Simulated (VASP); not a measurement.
# H3W12C in VASP: single point with PBE+D3(BJ)

Aim: the single point of H3W12C with PBE+D3(BJ).

Program: VASP 6.6.1. These are calculated values, not measurements. Logs are shortened: lines on timing, memory, paths and dates and some standing lists are left out, and cuts for length are marked.

## (1) The cell of the first run

The cell holds a slab with vacuum, 16 atoms: a = 5.472 Å, b = 5.472 Å, c = 22.841 Å, α = 90.00°, β = 90.00°, γ = 109.47°.

## (2) Single point, PBE+D3(BJ)

File INCAR:

```
SYSTEM = H3W12C
PREC = Accurate
ENCUT = 520
EDIFF = 1E-6
ISMEAR = 0
SIGMA = 0.1
LREAL = Auto
LASPH = .TRUE.
NELM = 80
ALGO = Normal
ISIF = 2
LWAVE = .FALSE.
LCHARG = .TRUE.
LDIPOL = .TRUE.
IDIPOL = 3
DIPOL = 0.5 0.5 0.492
GGA = PE
IVDW = 12
LELF = .TRUE.
LVHAR = .TRUE.
LVACPOTAV = .TRUE.
NBANDS = 102
```

File KPOINTS:

```
regular mesh
0
G
  4 4 1
  0 0 0
```

File POSCAR:

```
H3W12C
1.0
    5.4721979593      0.0000000000      0.0000000000
   -1.8240659864      5.1592377134      0.0000000000
    0.0000000000      0.0000000000     22.8408328802
W C H
12 1 3
Direct
    0.2500000000      0.2500000000      0.3502499249
    0.2500000000      0.7500000000      0.3502499249
    0.7500000000      0.2500000000      0.3502499249
    0.7500000000      0.7500000000      0.3502499249
    0.5018315609      0.4987213585      0.4461705290
    0.5027064130     -0.0027443446      0.4447939899
    0.0006425371      0.4993657313      0.4456898470
    0.0012376822     -0.0018282796      0.4461835643
    0.7473419297      0.7526551379      0.5424900164
    0.7553955219      0.2473597141      0.5429270438
    0.2528215437      0.7445190538      0.5429351153
    0.2568888069      0.2430717902      0.5403378392
    0.9202765631      0.5800803441      0.6155412572
    0.8081822446      0.6922109883      0.6379797003
    0.8407660975      0.3771457774      0.6340830149
    1.1232261783      0.6595320345      0.6340935426
```

Potentials or basis: VASP PAW PBE potentials, release 64 (W_sv, C, H).

Run with:

```sh
> cat potpaw_PBE.64/W_sv/POTCAR potpaw_PBE.64/C/POTCAR potpaw_PBE.64/H/POTCAR > POTCAR
> mpirun -np 1 vasp_std > vasp.out
```

OUTCAR:

```text
SYSTEM = H3W12C
   PREC = Accurate
   ENCUT = 520
   EDIFF = 1E-6
   ISMEAR = 0
   LREAL = Auto
   LASPH = .TRUE.
   NELM = 80
   ISIF = 2
   GGA = PE
   IVDW = 12
 IVDW          = 12

 ion  position               nearest neighbor table
   1  0.250  0.250  0.350-   5 2.70   8 2.70   3 2.74   3 2.74   2 2.74   2 2.74   7 3.12   6 3.12
                             4 3.16   4 3.16
   2  0.250  0.750  0.350-   6 2.68   7 2.69   4 2.74   4 2.74   1 2.74   1 2.74   8 3.12   5 3.14
                             3 3.16   3 3.16
   3  0.750  0.250  0.350-   6 2.68   7 2.69   1 2.74   1 2.74   4 2.74   4 2.74   5 3.12   8 3.14
                             2 3.16   2 3.16
   4  0.750  0.750  0.350-   5 2.70   8 2.70   2 2.74   2 2.74   3 2.74   3 2.74   6 3.09   7 3.13
                             1 3.16   1 3.16
   5  0.502  0.499  0.446-  12 2.67   4 2.70   1 2.70   9 2.71   6 2.73   7 2.73   7 2.74   6 2.75
                             3 3.12  11 3.13   2 3.14   8 3.16  10 3.16   8 3.16
   6  0.503  0.997  0.445-   2 2.68   3 2.68   8 2.73   5 2.73   5 2.75   8 2.75  11 2.75  10 2.75
                             4 3.09  12 3.10   9 3.12   1 3.12   7 3.16   7 3.16
   7  0.001  0.499  0.446-   2 2.69   3 2.69  10 2.72  11 2.72   5 2.73   8 2.73   8 2.74   5 2.74
                             1 3.12   4 3.13  12 3.15   6 3.16   6 3.16   9 3.16
   8  0.001  0.998  0.446-  12 2.67   4 2.70   1 2.70   9 2.71   6 2.73   7 2.73   7 2.74   6 2.75
                             2 3.12  10 3.13   3 3.14   5 3.16  11 3.16   5 3.16
   9  0.747  0.753  0.542-  13 2.27  11 2.69  10 2.69   8 2.71   5 2.71  10 2.78  11 2.78   6 3.12
                            12 3.16  12 3.16   7 3.16
  10  0.755  0.247  0.543-  13 2.41   9 2.69   7 2.72  12 2.72   6 2.75  12 2.75   9 2.78   8 3.13
                            11 3.14   5 3.16  11 3.18
  11  0.253  0.745  0.543-  13 2.40   9 2.69   7 2.72  12 2.72   6 2.75  12 2.75   9 2.78   5 3.13
                            10 3.14   8 3.16  10 3.18
  12  0.257  0.243  0.540-   8 2.67   5 2.67  10 2.72  11 2.72  11 2.75  10 2.75   6 3.10   7 3.15
                             9 3.16   9 3.16
  13  0.920  0.580  0.616-  14 1.13  15 1.13  16 1.13   9 2.27  11 2.40  10 2.41
  14  0.808  0.692  0.638-  13 1.13
  15  0.841  0.377  0.634-  13 1.13
  16  0.123  0.660  0.634-  13 1.13

  LATTYP: Found a base centered orthorhombic cell.
 ALAT       =     6.3187499298
 B/A-ratio  =     1.4142135624
 C/A-ratio  =     3.6147708224

  Lattice vectors:

 A1 = (   5.4721979593,   0.0000000000,   0.0000000000)
 A2 = (  -1.8240659864,   5.1592377134,   0.0000000000)
 A3 = (   0.0000000000,   0.0000000000,  22.8408328802)

Analysis of symmetry for initial positions (statically):
=====================================================================
 Subroutine PRICEL returns:
 Original cell was already a primitive cell.

 Routine SETGRP: Setting up the symmetry group for a
 base centered orthorhombic supercell.

 Subroutine GETGRP returns: Found  1 space group operations
 (whereof  1 operations were pure point group operations)
 out of a pool of  8 trial point group operations.

The static configuration has the point symmetry C_1 .

Analysis of symmetry for dynamics (positions and initial velocities):
=====================================================================
 Subroutine PRICEL returns:
 Original cell was already a primitive cell.

 Routine SETGRP: Setting up the symmetry group for a
 base centered orthorhombic supercell.

 Subroutine GETGRP returns: Found  1 space group operations
 (whereof  1 operations were pure point group operations)
 out of a pool of  8 trial point group operations.

The dynamic configuration has the point symmetry C_1 .

 Subroutine INISYM returns: Found  1 space group operations
 (whereof  1 operations are pure point group operations),
 and found     1 'primitive' translations

----------------------------------------------------------------------------------------

                                     Primitive cell

  volume of cell :     644.8508

  direct lattice vectors                    reciprocal lattice vectors
     5.472197959  0.000000000  0.000000000     0.182741927  0.064609028  0.000000000
    -1.824065986  5.159237713  0.000000000     0.000000000  0.193827084  0.000000000
     0.000000000  0.000000000 22.840832880     0.000000000  0.000000000  0.043781241

  length of vectors
[... 51 lines left out ...]
     0.000000000  0.048456771  0.000000000     0.000000000  0.250000000  0.000000000
     0.000000000  0.000000000  0.043781241     0.000000000  0.000000000  1.000000000

  Length of vectors
     0.048456771  0.048456771  0.043781241

  Shift w.r.t. Gamma in fractional coordinates (k-lattice)
     0.000000000  0.000000000  0.000000000

 Subroutine IBZKPT returns following result:
 ===========================================

 Found     10 irreducible k-points:

 Following reciprocal coordinates:
            Coordinates               Weight
  0.000000  0.000000  0.000000      1.000000
  0.250000  0.000000  0.000000      2.000000
  0.000000  0.250000  0.000000      2.000000
  0.500000  0.000000  0.000000      1.000000
  0.000000  0.500000  0.000000      1.000000
  0.250000  0.250000  0.000000      2.000000
  0.500000  0.250000  0.000000      2.000000
  0.250000  0.500000  0.000000      2.000000
 -0.250000  0.250000  0.000000      2.000000
  0.500000  0.500000  0.000000      1.000000
   k-points           NKPTS =     10   k-points in BZ     NKDIM =     10   number of bands    NBANDS=    102
   number of dos      NEDOS =    301   number of ions     NIONS =     16
   total plane-waves  NPLWV = 317520
   dimension x,y,z NGX =    42 NGY =   42 NGZ =  180
   dimension x,y,z NGXF=    84 NGYF=   84 NGZF=  360
   ions per type =              12   1   3
   NGX,Y,Z   is equivalent  to a cutoff of  12.76, 12.76, 13.10 a.u.
   NGXF,Y,Z  is equivalent  to a cutoff of  25.52, 25.52, 26.20 a.u.
 SYSTEM =  H3W12C
   PREC   = accura    normal or accurate (medium, high low for compatibility)
   ISTART =      0    job   : 0-new  1-cont  2-samecut
   ICHARG =      2    charge: 1-file 2-atom 10-const
   ISPIN  =      1    spin polarized calculation?
   LNONCOLLINEAR =      F non collinear calculations
   LSORBIT =      F    spin-orbit coupling
   LASPH  =      T    aspherical Exc in radial PAW
   ENCUT  =  520.0 eV  38.22 Ry    6.18 a.u.  10.17 10.17 42.47*2*pi/ulx,y,z
   NELM   =     80;   NELMIN=  2; NELMDL= -5     # of ELM steps
   EDIFF  = 0.1E-05   stopping-criterion for ELM
   LREAL  =      T    real-space projection
   EDIFFG = 0.1E-04   stopping-criterion for IOM
   NSW    =      0    number of steps for IOM
   IBRION =     -1    ionic relax: 0-MD 1-quasi-New 2-CG
   NFREE  =      0    steps in history (QN), initial steepest desc. (CG)
   ISIF   =      2    stress and relaxation
   ISYM   =      2    0-nonsym 1-usesym 2-fastsym
   POTIM  = 0.5000    time-step for ionic-motion
   TEBEG  =    0.0;   TEEND  =   0.0 temperature during run
   PSTRESS=    0.0 pullay stress
   NELECT =     175.0000    total number of electrons
   NUPDOWN=      -1.0000    fix difference up-down
   EMIN   =  10.00;   EMAX   =-10.00  energy-range for DOS
   EFERMI =   0.00;   METHOD = LEGACY
   ISMEAR =     0;   SIGMA  =   0.10  broadening in eV -4-tet -1-fermi 0-gaus
   EFERMI_NEDOS =   21; number of points for ismear=-14 and -15
   IALGO  =     38    algorithm
   IMIX   =      4    mixing-type and parameters
     AMIX     =   0.40;   BMIX     =  1.00
     AMIX_MAG =   1.60;   BMIX_MAG =  1.00
  volume/ion in A,a.u.               =      40.30       271.98
  Fermi-wavevector in a.u.,A,eV,Ry     =   1.059907  2.002934 15.284823  1.123403
  Thomas-Fermi vector in A             =   2.195269
   LORBIT       =      0    0 simple, 1 ext, 2 COOP (PROOUT), +10 PAW based schemes
   GGA     = PE    functional components
   LHFCALC =     F    Hartree Fock is set to
   AEXX    =    0.0000 exact exchange contribution
   IVDW    =    12    specifies the selected vdW correction
   LEPSILON=     F    determine dielectric tensor
   LRPA    =     F    only Hartree local field effects (RPA)
 non-spin polarized calculation
 Gauss-broadening in eV      SIGMA  =   0.10
  energy-cutoff  :      520.00
  volume of cell :      644.85
 maximum number of plane-waves:     17407
 NGX is ok and might be reduce to    42
   NGX = 21   NGY = 21   NGZ = 85

 dipolmoment           0.000000      0.000000      0.114190 electrons x Angstroem

 number of electron     175.0000015 magnetization

 dipolmoment           0.000000      0.000000     -0.182911 electrons x Angstroem

 Free energy of the ion-electron system (eV)
  ---------------------------------------------------
  ext. energy  EPLUGINS =         0.00000000
  ---------------------------------------------------
  free energy    TOTEN  =      -164.39004124 eV

  energy without entropy =     -164.34800859  energy(sigma->0) =     -164.36902492

 E-fermi :   0.6290     XC(G=0):  -5.1950

 val. band max:        0.5956177949   @ k =   0.2500   0.2500   0.0000
 cond. band min:       0.7452386874   @ k =  -0.2500   0.2500   0.0000
 fundamental gap:      0.1496208925
 Fermi energy:         0.6290142348

 k-point     1 :       0.0000    0.0000    0.0000
  band No.  band energies     occupation
      1     -73.4711      2.00000
      2     -73.3908      2.00000
      3     -73.3799      2.00000
      4     -73.3714      2.00000
      5     -73.3589      2.00000
      6     -73.3318      2.00000
[... 1009 lines left out ...]
     98       1.6122      0.00000
     99       1.7513      0.00000
 [bands above 99 left out]

------------------------ aborting loop because EDIFF is reached ----------------------------------------

 Edisp (eV)   -5.73000

 E8    (eV) :    -2.9929

  FORCE on cell =-STRESS in cart. coord.  units (eV):
  Direction    XX          YY          ZZ          XY          YZ          ZX
  --------------------------------------------------------------------------------------
  -------------------------------------------------------------------------------------
  Total     -10.63370   -13.51371     0.47434    -4.07185    -0.01983     0.01251
  in kB     -26.42019   -33.57576     1.17854   -10.11680    -0.04928     0.03108
  external pressure =      -19.61 kB  Pullay stress =        0.00 kB

 VOLUME and BASIS-vectors are now :
 -----------------------------------------------------------------------------
  energy-cutoff  :      520.00
  volume of cell :      644.85
      direct lattice vectors                 reciprocal lattice vectors
     5.472197959  0.000000000  0.000000000     0.182741927  0.064609028  0.000000000
    -1.824065986  5.159237713  0.000000000     0.000000000  0.193827084  0.000000000
     0.000000000  0.000000000 22.840832880     0.000000000  0.000000000  0.043781241

 POSITION                                       TOTAL-FORCE (eV/Angst)
 -----------------------------------------------------------------------------------
      0.91203      1.28981      8.00000        -0.079041      0.055147     -0.072481
      0.00000      3.86943      8.00000         0.056368      0.104825      0.052942
      3.64813      1.28981      8.00000        -0.079537     -0.088480      0.053002
      2.73610      3.86943      8.00000         0.096812     -0.068773     -0.176386
      1.83642      2.57302     10.19091        -0.002846      0.003117     -0.004044
      0.93185      5.14508     10.15947         0.002099      0.000795      0.014071
[... 8 lines left out ...]
      3.91290      1.94578     14.48298        -0.001434     -0.025854      0.015791
     -0.52871      3.40268     14.48322         0.020824      0.009181      0.013592
 -----------------------------------------------------------------------------------
    total drift:                                0.009469     -0.006398     -0.000590

  FREE ENERGIE OF THE ION-ELECTRON SYSTEM (eV)
  ---------------------------------------------------
  free  energy   TOTEN  =      -170.1200418341 eV

  energy  without entropy=     -170.0780091823  energy(sigma->0) =     -170.09902551

 vacuum level on the upper side and lower side of the slab         4.310         5.482
```

It took 45 min on 1 thread of Intel Xeon Platinum 8259CL at 2.50GHz (Skylake/Cascade Lake), shared host; peak memory 0.89 GiB.

Results:

```yaml
Free_energy: -170.1200 eV
Largest_force: 0.213 eV/Å
Band_gap_on_the_k_mesh: zero (an odd number of electrons rules out a gap without spin polarisation)
Dispersion_energy_per_atom: -0.358 eV
```

Forces in eV/Å, atoms in the order of the input:
```
W   -0.079  0.055 -0.072
W    0.056  0.105  0.053
W   -0.080 -0.088  0.053
W    0.097 -0.069 -0.176
W   -0.003  0.003 -0.004
W    0.002  0.001  0.014
W    0.000  0.000  0.001
W    0.000 -0.001 -0.008
W   -0.009  0.013  0.017
W    0.005 -0.014  0.026
W    0.002  0.007  0.020
W   -0.001  0.001  0.031
C    0.006 -0.007  0.005
H   -0.017  0.012  0.012
H   -0.001 -0.026  0.016
H    0.021  0.009  0.014
```

Levels at points of the mesh, in eV from the Fermi level:
```csv
k point,band 85,band 86,band 87,band 88,band 89,band 90
"(0.00, 0.00, 0.00)",0.14,0.57,0.78,0.94,1.33,1.46
"(0.50, 0.00, 0.00)",-0.85,-0.78,-0.77,0.13,0.31,0.42
"(0.00, 0.50, 0.00)",-0.85,-0.78,-0.76,0.14,0.31,0.42
"(0.50, 0.50, 0.00)",-0.84,-0.64,-0.62,-0.56,-0.54,-0.18
```

Caveat: spin-orbit coupling is left out, which moves the levels of the heavy elements.
